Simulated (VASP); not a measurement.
Crystal: RbP3.

```
Rb P
1.0
     4.47539    0.00000    0.00000
     0.00000    4.47539    0.00000
     0.00000    0.00000    4.47539
Rb P
1 3
Cartesian
  0.0000 0.0000 0.0000
  0.0000 2.2377 2.2377
  2.2377 0.0000 2.2377
  2.2377 2.2377 0.0000
```

| Property | Result |
| --- | --- |
| Program | VASP 6.6.1 |
| Task | relaxation of cell and atoms |
| Functional | PBE |
| Potentials or basis | VASP PAW PBE potentials, release 64 (Rb_sv, P) |
| Cutoff | 600 eV |
| k mesh | 10 × 10 × 10 |
| Occupations | gaussian, width 0.1 eV |
| Spin | no spin polarisation |

At the start: pressure -3.0 GPa; volume 22.41 Å³/atom.

Task: Where does the relaxation end?

Result: Over 3 steps the energy falls by 15.8 meV/atom and the volume is 20.82 Å³/atom (-7.1 %); space group Pm-3m (No. 221, to 0.05 Å).

Step by step:
```csv
step,energy change (eV),largest force (eV/Å),pressure (GPa),volume (Å³)
1,0.0000,0.0000,-2.98,89.64
2,-0.0613,0.0000,-0.59,84.33
3,-0.0633,0.0000,-0.03,83.28
```

Final structure:
```xyz
4
Lattice="4.3670 0.0000 0.0000 0.0000 4.3670 0.0000 0.0000 0.0000 4.3670" Properties=species:S:1:pos:R:3 pbc="T T T"
Rb    0.0000    0.0000    0.0000
P     0.0000    2.1835    2.1835
P     2.1835    0.0000    2.1835
P     2.1835    2.1835    0.0000
```
